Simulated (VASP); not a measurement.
Runs of VASP 6.6.1 on Si. The structure is that of space group I4_1/amd (No. 141), or close to it. The cells are those of the table. 

```tsv
level	cell	k mesh	screening parameter	gap on the mesh (eV)	pressure (GPa)
HSE06	a = 3.631 Å, angles 97.8, 97.8, 136.8°, 2 atoms	8 × 8 × 8	0.2079 1/Å	none	-1.2
PBE0	a = 3.631 Å, angles 97.8, 97.8, 136.8°, 2 atoms	6 × 6 × 6	-	none	(a)
PBE0	a = 3.655 Å, angles 97.8, 97.8, 136.8°, 2 atoms	6 × 6 × 6	-	none	-4.3
PBE0	a = 3.607 Å, angles 97.8, 97.8, 136.8°, 2 atoms	6 × 6 × 6	-	none	0.3
```

Alike in all rows: task single point; potentials or basis VASP PAW PBE potentials, release 64 (Si); no spin polarisation; cutoff (eV) 520; smearing fermi-dirac 0.05 eV.

Estimate the missing entries.

(a) -2.2.

Caveats: some runs use coarse meshes; the PAW data sets were made with another functional, which shifts forces and pressure a little.

A gap of «none» marks levels without a gap at the run's occupations.
